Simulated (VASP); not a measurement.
Here is a VASP 6.6.1 calculation.

Contents of INCAR:

```
  PREC = Accurate
  ENCUT = 520
  EDIFF = 1E-6
  ISMEAR = 0
  SIGMA = 0.05
  LREAL = F
  LASPH = T
  NELM = 100
  ALGO = Normal
  ISIF = 2
  LWAVE = F
  LCHARG = F
  LDIPOL = T
  IDIPOL = 3
  DIPOL = 0.5 0.5 0.315
  GGA = PE
  IVDW = 12
  NBANDS = 42
```

Contents of KPOINTS:

```
Automatic mesh
0
Gamma
  6 8 1
```

File POSCAR:

```
B3N4
1.0
    5.0107822389      0.0000000000      0.0000000000
   -1.2526955597      3.3759068817      0.0000000000
    0.0000000000      0.0000000000     23.4409409452
N B
8 6
Direct
    0.0225224603      0.0900898411      0.1706416141
    0.5225224603      0.0900898411      0.1706416141
    0.3069455752      0.2277823008      0.2610541488
    0.8069455752      0.2277823008      0.2610541488
    0.0866484587      0.3466275527      0.3533460338
    0.5866484587      0.3466275527      0.3533460338
    0.5937108248      0.8748772852      0.5264695207
    0.5937108248      0.8748772852      0.5733959646
    0.2842051402      0.1368205610      0.2007528062
    0.7842051402      0.1368205610      0.2007528062
    0.0673540684      0.2694189847      0.2895469474
    0.5673540684      0.2694189847      0.2895469474
    0.3437108248      0.3748772852      0.3814241487
    0.8437108248      0.3748772852      0.3814241487
```

Potentials or basis: VASP PAW PBE potentials, release 64 (N, B).

Run with:

```console
$ cat potpaw_PBE.64/N/POTCAR potpaw_PBE.64/B/POTCAR > POTCAR
$ mpirun -np 1 vasp_std > vasp.out
```

What does it give for the dispersion energy per atom?

-0.102 eV.

Predict the band gap on the k mesh.

zero (bands 29 and 30 overlap by 0.44 eV).

Predict the largest force.

4.012 eV/Å.

Forces on the atoms (eV/Å):
```
N    0.000  0.249  1.797
N   -0.001  0.245  1.777
N    0.000  0.427  2.150
N   -0.001  0.428  2.151
N    0.002 -0.004 -0.068
N   -0.001  0.012  0.082
N    0.001  0.006 -2.150
N    0.000 -0.003  2.155
B    0.004 -0.681 -3.954
B   -0.004 -0.681 -3.954
B    0.001 -0.002 -0.010
B   -0.001 -0.011 -0.033
B   -0.080 -0.039  0.023
B    0.081  0.054  0.033
```

Caveat: the standard files for N, O and F lose accuracy on very short bonds.
